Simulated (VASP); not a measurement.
InSb, 2 atoms in the cell. It takes space group F-43m (No. 216, cubic). The conventional cell has a = 6.521 Å, b = 6.521 Å, c = 6.521 Å, α = 90.00°, β = 90.00°, γ = 90.00°. In (site symmetry -43m) has 4 Sb at 2.82 Å within 3.7 Å. Sb (site symmetry -43m) has 4 In at 2.82 Å within 3.7 Å. 

```yaml
Program: VASP 6.6.1
Task: single point
Functional: PBEsol
Potentials_or_basis: VASP PAW PBE potentials, release 64 (In_d, Sb)
Cutoff: 520 eV
k_mesh: 8 × 8 × 8
Occupations: gaussian, width 0.1 eV
Spin: no spin polarisation
Dipole_correction: no
Further_INCAR_settings: ALGO = Normal; EDIFF = 1e-07; NBANDS = 16
```

Potentials or basis: VASP PAW PBE potentials, release 64 (In_d, Sb).

Command:

```console
$ cat potpaw_PBE.64/In_d/POTCAR potpaw_PBE.64/Sb/POTCAR > POTCAR
$ mpirun -np 1 vasp_std > vasp.out
```

Hardware: 1 thread of Intel(R) Xeon(R) 6975P-C (Granite Rapids) (shared host).

Task: How long does it take, and how much memory?

Result: It took 18 s on 1 thread of Intel(R) Xeon(R) 6975P-C (Granite Rapids) (shared host), peak memory 0.21 GiB. Counts: scf iterations 13, k points 29.
